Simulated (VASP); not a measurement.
**TiTe2: single point with PBE**

The system is TiTe2.

```xyz
3
Lattice="4.4514 0.0000 0.0000 -2.2257 3.8550 0.0000 0.0000 0.0000 4.8063" Properties=species:S:1:pos:R:3 pbc="T T T"
Ti    0.0000    0.0000    0.0000
Te    0.0000    2.5700    2.4032
Te    2.2257    1.2850    2.4032
```

- Program: VASP 6.6.1
- Task: single point
- Functional: PBE
- Potentials or basis: VASP PAW PBE potentials, release 64 (Ti_sv, Te)
- Cutoff: 520 eV
- k mesh: 6 × 6 × 4
- Occupations: gaussian, width 0.1 eV
- Spin: no spin polarisation
- Dipole correction: no
- Further INCAR settings: ALGO = Normal; EDIFF = 1e-06; NBANDS = 19

```yaml
Pressure: 16.5 GPa
Band_gap_on_the_k_mesh: zero (bands 12 and 13 overlap by 0.58 eV)
```

Stress tensor (GPa, compression positive):
```
 29.95   0.00   0.00
  0.00  29.95   0.00
  0.00   0.00 -10.39
```

Levels at points of the mesh, in eV from the Fermi level:
```tsv
k point	band 8	band 9	band 10	band 11	band 12	band 13	band 14	band 15	band 16	band 17
(0.00, 0.00, 0.00)	-6.04	-5.59	-1.86	-1.22	-1.22	-0.20	0.07	0.07	0.18	0.18
(0.50, 0.00, 0.00)	-4.42	-4.36	-2.37	-0.47	-0.14	0.29	0.44	0.90	1.15	2.02
(0.00, 0.00, 0.50)	-5.93	-5.93	-1.85	-1.85	-0.28	-0.28	0.00	0.12	1.66	1.66
(0.50, 0.00, 0.50)	-5.17	-4.01	-3.99	0.02	0.26	0.42	0.45	0.63	1.88	2.37
```

Wall time 65 s on 1 thread of Intel Xeon 8259CL, on a shared host, peak memory 0.22 GiB.

Caveat: the stress differs along the axes, from -10 to 30 GPa; spin-orbit coupling is left out, which moves the levels of the heavy elements.
